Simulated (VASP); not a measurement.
Input of a VASP 6.6.1 run:

File INCAR:

```
PREC     = Accurate       # precision mode
ENCUT    = 600            # plane-wave cutoff, eV
EDIFF    = 1E-6           # SCF threshold, eV
ISMEAR   = 0              # smearing method
SIGMA    = 0.1            # smearing width, eV
LREAL    = F              # projectors in reciprocal space
LASPH    = T              # aspherical terms in the spheres
NELM     = 100            # most SCF steps
ALGO     = Normal         # electronic algorithm
ISIF     = 3              # what is computed and relaxed
LWAVE    = F              # write WAVECAR
LCHARG   = F              # write CHGCAR
GGA      = PE             # functional
IBRION   = 2              # ionic algorithm
NSW      = 100            # ionic steps
EDIFFG   = -0.01          # ionic threshold
```

The input KPOINTS:

```
Automatic mesh
0
Gamma
  9 9 6
```

The input POSCAR:

```
Al2CdSi2
1.0
    4.7222823376      0.0000000000      0.0000000000
   -2.3611411688      4.0896164682      0.0000000000
    0.0000000000      0.0000000000      8.1601045063
Al Cd Si
2 1 2
Direct
    0.0000000000      0.0000000000      0.6663859994
    0.0000000000      0.0000000000      0.3336140006
    0.0000000000      0.0000000000      0.0000000000
    0.3333333333      0.6666666667      0.0000000000
    0.6666666667      0.3333333333      0.0000000000
```

Potentials or basis: VASP PAW PBE potentials, release 64 (Al, Cd, Si).

Run with:

```console
$ cat potpaw_PBE.64/Al/POTCAR potpaw_PBE.64/Cd/POTCAR potpaw_PBE.64/Si/POTCAR > POTCAR
$ mpirun -np 1 vasp_std > vasp.out
```

**Question.** Estimate the relaxed cell.

**Answer.** a = 4.712 Å, b = 4.712 Å, c = 8.082 Å, α = 90.00°, β = 90.00°, γ = 120.00°.

**Question.** Predict the relaxed volume.

**Answer.** 31.08 Å³/atom.

**Question.** Estimate the space group after relaxing (to 0.05 Å).

**Answer.** P6/mmm (No. 191).

**Question.** Predict the band gap on the k mesh.

**Answer.** Zero (band 13 reaches 2.70 eV, above the bottom of band 14 at 1.47 eV).

The path:
| step | energy change (eV) | largest force (eV/Å) | pressure (GPa) | volume (Å³) |
| --- | --- | --- | --- | --- |
| 1 | 0.0000 | 0.0436 | -0.35 | 157.59 |
| 2 | -0.0029 | 0.0175 | -0.08 | 156.01 |
| 3 | -0.0032 | 0.0038 | 0.06 | 155.24 |
| 4 | -0.0032 | 0.0047 | 0.05 | 155.29 |
| 5 | -0.0035 | 0.0019 | 0.01 | 155.39 |
